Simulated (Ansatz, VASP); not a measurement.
## TiAl: VASP beside Ansatz

INCAR

```
  PREC = Accurate
  ENCUT = 520
  EDIFF = 1E-6
  ISMEAR = 0
  SIGMA = 0.15
  LREAL = F
  LASPH = T
  NELM = 60
  ALGO = Fast
  ISIF = 2
  LWAVE = F
  LCHARG = F
  GGA = PS
  NBANDS = 32
```

The input KPOINTS:

```
Automatic mesh
0
Gamma
  19 19 7
```

File POSCAR:

```
TiAl
1.0
    0.0000000000     -3.1564740775      0.0000000000
    0.0000000000      0.0000000000     -3.1564740775
   10.4694222324      0.0000000000      0.0000000000
Ti Al
3 3
Direct
    0.0000000000      0.0000000000      0.2261058616
    0.0000000000      0.0000000000      0.5276004434
    0.0000000000      0.0000000000      0.8290950252
    0.5000000000      0.5000000000      0.0753585707
    0.5000000000      0.5000000000      0.3768531525
    0.5000000000      0.5000000000      0.6783477343
```

Input for Ansatz:

```yaml
crystal:
  lattice:
    - [0.0, -3.1564740775, 0.0]
    - [0.0, 0.0, -3.1564740775]
    - [10.4694222324, 0.0, 0.0]
  atoms:
    - { symbol: Ti, position: [0.0, 0.0, 0.2261058616] }
    - { symbol: Ti, position: [0.0, 0.0, 0.5276004434] }
    - { symbol: Ti, position: [0.0, 0.0, 0.8290950252] }
    - { symbol: Al, position: [0.5, 0.5, 0.0753585707] }
    - { symbol: Al, position: [0.5, 0.5, 0.3768531525] }
    - { symbol: Al, position: [0.5, 0.5, 0.6783477343] }
basis:
  ecutwfc: 420
kpoints:
  mp_grid: { grid: [19, 19, 7] }
hamiltonian:
  xc: pbesol
scf:
  occupations: { method: gaussian, width: 0.15 }
output:
  forces: true
  stress: true
  eigenvalues: true
```

Alike in both runs: task single point; functional PBEsol; k mesh 19 × 19 × 7; occupations gaussian, width 0.15 eV; no spin polarisation.

```csv
,VASP,Ansatz
version,VASP 6.6.1,Ansatz 0.2.0
potentials or method,"VASP PAW PBE potentials, release 64 (Ti_sv, Al), cutoff 520 eV","scalar-relativistic, plane waves, PAW"
valence electrons in the cell,45,45
```

Ansatz gave:

- gap on the k mesh at the Fermi level (eV): none
- pressure (GPa): -5.1
- traceless stress, the component that is largest in VASP (GPa): 2.60
- rms of the force components (eV/Å): 0.412

Estimate VASP's values.

gap on the k mesh at the Fermi level (eV): none; pressure (GPa): -5.0; traceless stress, the component that is largest in VASP (GPa): 2.60; rms of the force components (eV/Å): 0.414.

VASP's potentials were made for PBE, not for PBEsol. Atom by atom the forces differ by 0.002 eV/Å (rms over components). A gap of «none» marks a metal or a gap that the smearing closes. With one functional, cell and mesh, what is left measures potentials, basis and numerics.
